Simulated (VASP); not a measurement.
# Ba (I4_1/amd) in VASP: relaxation of cell and atoms with LDA

Aim: the relaxation of cell and atoms of Ba with LDA.

Program: VASP 6.6.1. These are calculated values, not measurements. Logs are shortened: lines on timing, memory, paths and dates and some standing lists are left out, and cuts for length are marked.

## Step 1: The cell of the first run

Symmetry: I4_1/amd, No. 141, tetragonal system. The conventional cell has a = 6.869 Å, b = 6.869 Å, c = 3.778 Å, α = 90.00°, β = 90.00°, γ = 90.00°. Within 4.7 Å of Ba (site symmetry -4m2) lie 10 Ba at 3.56 to 4.45 Å.

## Step 2: Relaxation of cell and atoms, LDA, target pressure 2.3 GPa, at which the enthalpy is minimised

Input file INCAR:

```
  ALGO = Normal
  EDIFF = 1E-7
  EDIFFG = -0.005
  ENCUT = 500
  GGA_COMPAT = F
  IBRION = 2
  ISIF = 3
  ISMEAR = -1
  LASPH = T
  LCHARG = F
  LREAL = F
  LWAVE = F
  NELM = 120
  NELMIN = 4
  NSW = 60
  PREC = Accurate
  PSTRESS = 23.0
  SIGMA = 0.05
```

Input file KPOINTS:

```
k-points
0
Gamma
  12 12 12
```

Input file POSCAR:

```
Ba
1.0
   -3.4346446781      3.4346446781      1.8890545729
    3.4346446781     -3.4346446781      1.8890545729
    3.4346446781      3.4346446781     -1.8890545729
Ba
2
Direct
   -0.3750000000     -0.1250000000     -0.2500000000
    0.3750000000      0.1250000000      0.2500000000
```

Potentials or basis: VASP PAW LDA potentials, release 64 (Ba_sv).

Run with:

```
> cat potpaw_LDA.64/Ba_sv/POTCAR > POTCAR
> mpirun -np 1 vasp_std > vasp.out
```

OUTCAR:

```text
EDIFF = 1E-7
   EDIFFG = -0.005
   ENCUT = 500
   IBRION = 2
   ISIF = 3
   ISMEAR = -1
   LASPH = T
   LREAL = F
   NELM = 120
   NELMIN = 4
   NSW = 60
   PREC = Accurate
   PSTRESS = 23.0

 ion  position               nearest neighbor table
   1  0.625  0.875  0.750-   2 3.56   2 3.56   2 3.56   2 3.56   2 4.45   2 4.45   2 4.45   2 4.45

   2  0.375  0.125  0.250-   1 3.56   1 3.56   1 3.56   1 3.56   1 4.45   1 4.45   1 4.45   1 4.45

  LATTYP: Found a body centered tetragonal cell.
 ALAT       =     6.8692893562
 C/A-ratio  =     0.5500000000

  Lattice vectors:

 A1 = (  -3.4346446781,   3.4346446781,   1.8890545729)
 A2 = (   3.4346446781,  -3.4346446781,   1.8890545729)
 A3 = (   3.4346446781,   3.4346446781,  -1.8890545729)

Analysis of symmetry for initial positions (statically):
=====================================================================
 Subroutine PRICEL returns:
 Original cell was already a primitive cell.

 Routine SETGRP: Setting up the symmetry group for a
 body centered tetragonal supercell.

 Subroutine GETGRP returns: Found 16 space group operations
 (whereof  4 operations were pure point group operations)
 out of a pool of 16 trial point group operations.

The static configuration has the point symmetry C_2h.
 The point group associated with its full space group is D_4h.

Analysis of symmetry for dynamics (positions and initial velocities):
=====================================================================
 Subroutine PRICEL returns:
 Original cell was already a primitive cell.

 Routine SETGRP: Setting up the symmetry group for a
 body centered tetragonal supercell.

 Subroutine GETGRP returns: Found 16 space group operations
 (whereof  4 operations were pure point group operations)
 out of a pool of 16 trial point group operations.

The dynamic configuration has the point symmetry C_2h.
 The point group associated with its full space group is D_4h.

 Subroutine INISYM returns: Found 16 space group operations
 (whereof  4 operations are pure point group operations),
 and found     1 'primitive' translations

----------------------------------------------------------------------------------------

                                     Primitive cell

  volume of cell :      89.1391

  direct lattice vectors                    reciprocal lattice vectors
    -3.434644678  3.434644678  1.889054573     0.000000000  0.145575466  0.264682666
     3.434644678 -3.434644678  1.889054573     0.145575466  0.000000000  0.264682666
     3.434644678  3.434644678 -1.889054573     0.145575466  0.145575466  0.000000000

  length of vectors
     5.211726711  5.211726711  5.211726711     0.302074709  0.302074709  0.205874799

  position of ions in fractional coordinates (direct lattice)
     0.625000000  0.875000000  0.750000000
     0.375000000  0.125000000  0.250000000

  ion indices of the primitive-cell ions
   primitive index   ion index
                 1           1
                 2           2

----------------------------------------------------------------------------------------

 KPOINTS: k-points

Automatic generation of k-mesh.
 Grid dimensions read from file:
 generate k-points for:   12   12   12

 Generating k-lattice:

  Cartesian coordinates                     Fractional coordinates (reciprocal lattice)
     0.000000000  0.012131289  0.022056889     0.083333333  0.000000000 -0.000000000
     0.012131289  0.000000000  0.022056889     0.000000000  0.083333333 -0.000000000
     0.012131289  0.012131289  0.000000000     0.000000000  0.000000000  0.083333333

  Length of vectors
     0.025172892  0.025172892  0.017156233

  Shift w.r.t. Gamma in fractional coordinates (k-lattice)
     0.000000000  0.000000000  0.000000000

 Subroutine IBZKPT returns following result:
 ===========================================

 Found    163 irreducible k-points:

 Following reciprocal coordinates:
            Coordinates               Weight
  0.000000  0.000000  0.000000      1.000000
  0.083333  0.000000  0.000000      8.000000
  0.166667  0.000000  0.000000      8.000000
  0.250000  0.000000 -0.000000      8.000000
  0.333333 -0.000000  0.000000      8.000000
  0.416667 -0.000000  0.000000      8.000000
[... 16 lines left out ...]
  0.500000  0.166667  0.000000     16.000000
 -0.416667  0.166667  0.000000     16.000000
 [... further k-points ...]
   k-points           NKPTS =    163   k-points in BZ     NKDIM =    163   number of bands    NBANDS=     14
   number of dos      NEDOS =    301   number of ions     NIONS =      2
   total plane-waves  NPLWV =  64000
   dimension x,y,z NGX =    40 NGY =   40 NGZ =   40
   dimension x,y,z NGXF=    80 NGYF=   80 NGZF=   80
   ions per type =               2
   NGX,Y,Z   is equivalent  to a cutoff of  12.76, 12.76, 12.76 a.u.
   NGXF,Y,Z  is equivalent  to a cutoff of  25.52, 25.52, 25.52 a.u.
 SYSTEM =  unknown system
   PREC   = accura    normal or accurate (medium, high low for compatibility)
   ISTART =      0    job   : 0-new  1-cont  2-samecut
   ICHARG =      2    charge: 1-file 2-atom 10-const
   ISPIN  =      1    spin polarized calculation?
   LNONCOLLINEAR =      F non collinear calculations
   LSORBIT =      F    spin-orbit coupling
   LASPH  =      T    aspherical Exc in radial PAW
   ENCUT  =  500.0 eV  36.75 Ry    6.06 a.u.   9.50  9.50  9.50*2*pi/ulx,y,z
   NELM   =    120;   NELMIN=  4; NELMDL= -5     # of ELM steps
   EDIFF  = 0.1E-06   stopping-criterion for ELM
   LREAL  =      F    real-space projection
   EDIFFG = -.5E-02   stopping-criterion for IOM
   NSW    =     60    number of steps for IOM
   IBRION =      2    ionic relax: 0-MD 1-quasi-New 2-CG
   NFREE  =      1    steps in history (QN), initial steepest desc. (CG)
   ISIF   =      3    stress and relaxation
   ISYM   =      2    0-nonsym 1-usesym 2-fastsym
   POTIM  = 0.5000    time-step for ionic-motion
   TEBEG  =    0.0;   TEEND  =   0.0 temperature during run
   PSTRESS=   23.0 pullay stress
   NELECT =      20.0000    total number of electrons
   NUPDOWN=      -1.0000    fix difference up-down
   EMIN   =  10.00;   EMAX   =-10.00  energy-range for DOS
   EFERMI =   0.00;   METHOD = LEGACY
   ISMEAR =    -1;   SIGMA  =   0.05  broadening in eV -4-tet -1-fermi 0-gaus
   EFERMI_NEDOS =   21; number of points for ismear=-14 and -15
   IALGO  =     38    algorithm
   IMIX   =      4    mixing-type and parameters
     AMIX     =   0.40;   BMIX     =  1.00
     AMIX_MAG =   1.60;   BMIX_MAG =  1.00
  volume/ion in A,a.u.               =      44.57       300.77
  Fermi-wavevector in a.u.,A,eV,Ry     =   0.994784  1.879869 13.464260  0.989595
  Thomas-Fermi vector in A             =   2.126759
   LORBIT       =      0    0 simple, 1 ext, 2 COOP (PROOUT), +10 PAW based schemes
   GGA     = CA    functional components
   LHFCALC =     F    Hartree Fock is set to
   AEXX    =    0.0000 exact exchange contribution
   IVDW    =     0    specifies the selected vdW correction
   LEPSILON=     F    determine dielectric tensor
   LRPA    =     F    only Hartree local field effects (RPA)
 conjugate gradient relaxation of ions
 non-spin polarized calculation
  energy-cutoff  :      500.00
  volume of cell :       89.14
 maximum number of plane-waves:      2283
 NGX is ok and might be reduce to    40
   NGX = 19   NGY = 19   NGZ = 19

--------------------------------------- Ionic step        1  -------------------------------------------

 number of electron      19.9999999 magnetization

 Free energy of the ion-electron system (eV)
  ---------------------------------------------------
  ext. energy  EPLUGINS =         0.00000000
  ---------------------------------------------------
  free energy    TOTEN  =        -4.15530581 eV

  energy without entropy =       -4.14103342  energy(sigma->0) =       -4.14816961

------------------------ aborting loop because EDIFF is reached ----------------------------------------

  FORCE on cell =-STRESS in cart. coord.  units (eV):
  Direction    XX          YY          ZZ          XY          YZ          ZX
  --------------------------------------------------------------------------------------
  -------------------------------------------------------------------------------------
  Total        1.0052094      1.0052094      0.9513176      0.0000000     -0.0000000      0.0000000
  in kB       18.0675393     18.0675393     17.0988933      0.0000000     -0.0000000      0.0000000
  external PRESSURE =      -5.2553427 kB  Pullay stress =      23.0000000 kB
[... 137 lines left out ...]
  enthalpy is  TOTEN    =        -2.8800743086 eV   P V=        1.2423367987

--------------------------------------- Ionic step        5  -------------------------------------------

 number of electron      19.9999999 magnetization

 Free energy of the ion-electron system (eV)
  ---------------------------------------------------
  ext. energy  EPLUGINS =         0.00000000
  ---------------------------------------------------
  free energy    TOTEN  =        -4.12226628 eV

  energy without entropy =       -4.10734928  energy(sigma->0) =       -4.11480778

 E-fermi :   2.8771     XC(G=0):  -8.9282

 val. band max:        2.8654170256   @ k =  -0.1667  -0.1667   0.0833
 cond. band min:       2.8863062153   @ k =   0.4167   0.1667   0.0833
 fundamental gap:      0.0208891897
 Fermi energy:         2.8770772259

 k-point     1 :       0.0000    0.0000    0.0000
  band No.  band energies     occupation
      1     -25.8217      2.00000
      2     -25.3869      2.00000
      3     -11.5940      2.00000
      4     -11.5940      2.00000
      5     -10.2869      2.00000
      6     -10.2678      2.00000
      7     -10.1603      2.00000
      8     -10.1603      2.00000
      9       0.2377      2.00000
     10       1.2608      2.00000
     11       3.0755      0.03709
     12       3.1955      0.00343
     13       3.9452      0.00000
     14       6.3684      0.00000
[... 375 lines left out ...]
 k-point    24 :      -0.4167    0.1667    0.0000
  band No.  band energies     occupation
      1     -25.6598      2.00000
      2     -25.4392      2.00000
      3     -11.5297      2.00000
      4     -11.1956      2.00000
      5     -11.0652      2.00000
      6     -10.6946      2.00000
      7     -10.5680      2.00000
      8     -10.1745      2.00000
      9       2.0229      2.00000
     10       2.2667      1.99999
     11       3.2518      0.00111
     12       3.7986      0.00000
     13       4.5684      0.00000
     14       4.9676      0.00000

 [... further k-points ...]

------------------------ aborting loop because EDIFF is reached ----------------------------------------

  FORCE on cell =-STRESS in cart. coord.  units (eV):
  Direction    XX          YY          ZZ          XY          YZ          ZX
  --------------------------------------------------------------------------------------
  -------------------------------------------------------------------------------------
  Total        1.2351290      1.2351290      1.2473931      0.0000000      0.0000000      0.0000000
  in kB       22.8693849     22.8693849     23.0964632      0.0000000      0.0000000      0.0000000
  external PRESSURE =      -0.0549223 kB  Pullay stress =      23.0000000 kB
[... 17 lines left out ...]
  FREE ENERGIE OF THE ION-ELECTRON SYSTEM (eV)
  ---------------------------------------------------
  free  energy   TOTEN  =        -4.1222662844 eV

  energy  without entropy=       -4.1073492763  energy(sigma->0) =       -4.11480778

  enthalpy is  TOTEN    =        -2.8800829939 eV   P V=        1.2421832905

 reached required accuracy - stopping structural energy minimisation
```

Run time: 5.3 min. Hardware: 1 thread of Intel Xeon 6975P-C (Granite Rapids), shared host; peak memory 0.31 GiB.

What came out:

```
Free energy                                                : -4.1223 eV
Relaxed volume                                             : 43.27 Å³/atom
Relaxed cell                                               : a = 5.162 Å, b = 5.162 Å, c = 5.162 Å, α = 97.53°, β = 97.53°, γ = 137.54°
Space group after relaxing (to 0.1 Å)                      : I4_1/amd (No. 141)
Energy change on relaxing (the run minimises the enthalpy) : +16.5 meV/atom
Ionic steps                                                : 5
Pressure after relaxing                                    : 2.3 GPa
Band gap on the k mesh                                     : zero (bands 10 and 11 overlap by 0.63 eV)
```

Step by step:
| step | energy change (eV) | largest force (eV/Å) | pressure (GPa) | volume (Å³) |
| --- | --- | --- | --- | --- |
| 1 | 0.0000 | 0.0000 | 1.77 | 89.14 |
| 2 | 0.0229 | 0.0000 | 2.14 | 87.27 |
| 3 | 0.0336 | 0.0000 | 2.30 | 86.49 |
| 4 | 0.0329 | 0.0000 | 2.29 | 86.54 |
| 5 | 0.0330 | 0.0000 | 2.29 | 86.53 |

Final structure:
```cif
data_structure
_symmetry_space_group_name_H-M 'P 1'
_symmetry_Int_Tables_number 1
_cell_length_a 5.1616
_cell_length_b 5.1616
_cell_length_c 5.1616
_cell_angle_alpha 97.534
_cell_angle_beta 97.534
_cell_angle_gamma 137.542
_cell_volume 86.53
loop_
_atom_site_label
_atom_site_type_symbol
_atom_site_fract_x
_atom_site_fract_y
_atom_site_fract_z
_atom_site_occupancy
Ba1 Ba 0.62500 0.87500 0.75000 1
Ba2 Ba 0.37500 0.12500 0.25000 1
```

Caveat: the cell is relaxed towards a set pressure, so the run minimises the enthalpy, not the energy; spin-orbit coupling is left out, which moves the levels of the heavy elements.

The gap in the log of VASP goes by the Fermi energy; the results here count the filled bands.